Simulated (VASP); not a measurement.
Input of a VASP 6.6.1 run:

Contents of INCAR:

```
PREC     = Accurate       # precision mode
ENCUT    = 520            # plane-wave cutoff, eV
EDIFF    = 1E-7           # SCF threshold, eV
ISMEAR   = 0              # smearing method
SIGMA    = 0.1            # smearing width, eV
LREAL    = F              # projectors in reciprocal space
LASPH    = T              # aspherical terms in the spheres
NELM     = 100            # most SCF steps
ALGO     = Normal         # electronic algorithm
ISIF     = 2              # what is computed and relaxed
LWAVE    = F              # write WAVECAR
LCHARG   = T              # write CHGCAR
GGA      = RE             # functional
LELF     = T              # ELF
LVHAR    = T            
NBANDS   = 26             # bands
```

Contents of KPOINTS:

```
Automatic mesh
0
Gamma
  2 2 2
```

The input POSCAR:

```
Tl
1.0
    1.7810518452      1.0282907623      8.2404167867
   -1.7810518452      1.0282907623      8.2404167867
    0.0000000000     -2.0565815246      8.2404167867
Tl
3
Direct
    0.0000000000      0.0000000000      0.0000000000
    0.2209406600      0.2209406600      0.2209406600
    0.7790593400      0.7790593400      0.7790593400
```

Potentials or basis: VASP PAW PBE potentials, release 64 (Tl_d).

Command:

```bash
$ cat potpaw_PBE.64/Tl_d/POTCAR > POTCAR
$ mpirun -np 1 vasp_std > vasp.out
```

**Question.** Estimate the largest force.

**Answer.** 0.072 eV/Å.

**Question.** What does it give for the pressure?

**Answer.** 2.1 GPa.

**Question.** Estimate the band gap on the k mesh.

**Answer.** Zero (an odd number of electrons rules out a gap without spin polarisation).

Stress tensor (GPa, compression positive):
```
 3.46  0.00  0.00
 0.00  3.46  0.00
 0.00  0.00 -0.53
```

Caveat: the k points lie up to 1.03 Å⁻¹ apart, too coarse for converged energies and pressures of a metal; the PAW data sets were made with another functional, which shifts forces and pressure a little; spin-orbit coupling is left out, which moves the levels of the heavy elements.
